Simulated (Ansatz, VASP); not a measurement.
# One calculation of RbMgH2, two programs

```
Rb Mg H
1.0
     4.60679    0.00000    0.00000
    -2.30340    3.98960    0.00000
     0.00000    0.00000    8.23937
Rb Mg H
2 2 4
Direct
  0.00000 0.00000 0.00000
  0.00000 0.00000 0.50000
  0.66667 0.33333 0.25000
  0.33333 0.66667 0.75000
  0.00000 0.00000 0.25000
  0.00000 0.00000 0.75000
  0.33333 0.66667 0.25000
  0.66667 0.33333 0.75000
```

Alike in both runs: task single point; functional PBE; k mesh 6 × 6 × 2; occupations gaussian, width 0.1 eV; no spin polarisation.

|  | VASP | Ansatz |
| --- | --- | --- |
| version | VASP 6.6.1 | Ansatz 0.2.0 |
| potentials or method | VASP PAW PBE potentials, release 64 (Rb_sv, Mg, H), cutoff 520 eV | scalar-relativistic, plane waves, PAW |
| valence electrons in the cell | 26 | 42 |

Ansatz gave:

- gap on the k mesh at the Fermi level (eV): none
- pressure (GPa): 5.7
- traceless stress, the component that is largest in VASP (GPa): 12.88

Question: Which values does VASP return?

Answer: gap on the k mesh at the Fermi level (eV): none; pressure (GPa): 5.7; traceless stress, the component that is largest in VASP (GPa): 12.93.

A gap of «none» marks a metal or a gap that the smearing closes. VASP's potentials hold 26 valence electrons a cell and Ansatz's 42, so a difference there can come from the potentials and not from the codes.

The k mesh is coarse, so the values compare programs but aren't converged.
